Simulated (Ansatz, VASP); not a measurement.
## YMg2O2 in VASP and in Ansatz

INCAR

```
  PREC = Accurate
  ENCUT = 520
  EDIFF = 1E-6
  ISMEAR = 0
  SIGMA = 0.1
  LREAL = F
  LASPH = T
  NELM = 80
  ALGO = Normal
  ISIF = 2
  LWAVE = F
  LCHARG = F
  GGA = PE
  NBANDS = 22
```

File KPOINTS:

```
regular mesh
0
Gamma
  4 4 4
```

The input POSCAR:

```
YMg2O2
1.0
    3.9428023000      0.0000000000      0.0000000000
    0.0000000000      3.9428023000      0.0000000000
    0.0000000000      0.0000000000      5.3482952300
Y Mg O
1 2 2
Direct
    0.0000000000      0.0000000000      0.0000000000
    0.0000000000      0.5000000000      0.5000000000
    0.5000000000      0.0000000000      0.5000000000
    0.5000000000      0.5000000000      0.2399999900
    0.5000000000      0.5000000000      0.7600000100
```

Input for Ansatz:

```yaml
crystal:
  lattice:
    - [3.9428023, 0.0, 0.0]
    - [0.0, 3.9428023, 0.0]
    - [0.0, 0.0, 5.34829523]
  atoms:
    - { symbol: "Y", position: [0.0, 0.0, 0.0] }
    - { symbol: Mg, position: [0.0, 0.5, 0.5] }
    - { symbol: Mg, position: [0.5, 0.0, 0.5] }
    - { symbol: O, position: [0.5, 0.5, 0.23999999] }
    - { symbol: O, position: [0.5, 0.5, 0.76000001] }
basis:
  ecutwfc: 420
kpoints:
  mp_grid: { grid: [4, 4, 4] }
hamiltonian:
  xc: pbe
scf:
  occupations: { method: gaussian, width: 0.1 }
  lower_state_search: "off"
output:
  forces: true
  stress: true
  eigenvalues: true
```

Change from the starting cell: species swapped into the CeMg2Si2 type (P4/mmm, No. 123).

Alike in both runs: task single point; functional PBE; k mesh 4 × 4 × 4; occupations gaussian, width 0.1 eV; no spin polarisation.

```csv
,VASP,Ansatz
version,VASP 6.6.1,Ansatz 0.2.0
potentials or method,"VASP PAW PBE potentials, release 64 (Y_sv, Mg, O), cutoff 520 eV","scalar-relativistic, plane waves, PAW"
valence electrons in the cell,27,43
```

Ansatz gave:

- gap on the k mesh at the Fermi level (eV): none
- pressure (GPa): -10.3
- traceless stress, the component that is largest in VASP (GPa): 15.99
- rms of the force components (eV/Å): 0.380

Question: Estimate VASP's values.

Answer: gap on the k mesh at the Fermi level (eV): none; pressure (GPa): -10.5; traceless stress, the component that is largest in VASP (GPa): 16.01; rms of the force components (eV/Å): 0.386.

Atom by atom the forces differ by 0.005 eV/Å (rms over components). A gap of «none» marks a metal or a gap that the smearing closes. The functional is the same, so the differences come from potentials, cutoffs and numerics. VASP's potentials hold 27 valence electrons a cell and Ansatz's 43, so a difference there can come from the potentials and not from the codes.

The k mesh is coarse, so the values compare programs but aren't converged.
